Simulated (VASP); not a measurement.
TePb:

```
Pb Te
1.0
     4.00229    0.00000    0.00000
     0.00000    4.00229    0.00000
     0.00000    0.00000    4.00229
Pb Te
1 1
Direct
  0.00000 0.00000 0.00000
  0.50000 0.50000 0.50000
```

* Program: VASP 6.6.1
* Task: relaxation of cell and atoms
* Functional: revPBE
* Potentials or basis: VASP PAW PBE potentials, release 64 (Pb_d, Te)
* Cutoff: 600 eV
* k mesh: 7 × 7 × 7
* Occupations: fermi-dirac, width 0.05 eV
* Spin: no spin polarisation

At the start: pressure 1.1 GPa; volume 32.05 Å³/atom.

**Question.** How do energy, volume and symmetry change on relaxing?

**Answer.** Over 3 steps the energy falls by 2.9 meV/atom and the volume is 32.94 Å³/atom (+2.8 %); space group Pm-3m (No. 221, to 0.1 Å) before and after.

Step by step:
```csv
step,energy change (eV),largest force (eV/Å),pressure (GPa),volume (Å³)
1,0.0000,0.0000,1.09,64.11
2,-0.0058,0.0000,-0.15,66.15
3,-0.0059,0.0000,0.00,65.88
```

Final structure:
```cif
data_structure
_symmetry_space_group_name_H-M 'P 1'
_symmetry_Int_Tables_number 1
_cell_length_a 4.0388
_cell_length_b 4.0388
_cell_length_c 4.0388
_cell_angle_alpha 90.000
_cell_angle_beta 90.000
_cell_angle_gamma 90.000
_cell_volume 65.88
loop_
_atom_site_label
_atom_site_type_symbol
_atom_site_fract_x
_atom_site_fract_y
_atom_site_fract_z
_atom_site_occupancy
Pb1 Pb 0.00000 0.00000 0.00000 1
Te1 Te 0.50000 0.50000 0.50000 1
```

Caveat: the PAW data sets were made with another functional, which shifts forces and pressure a little.
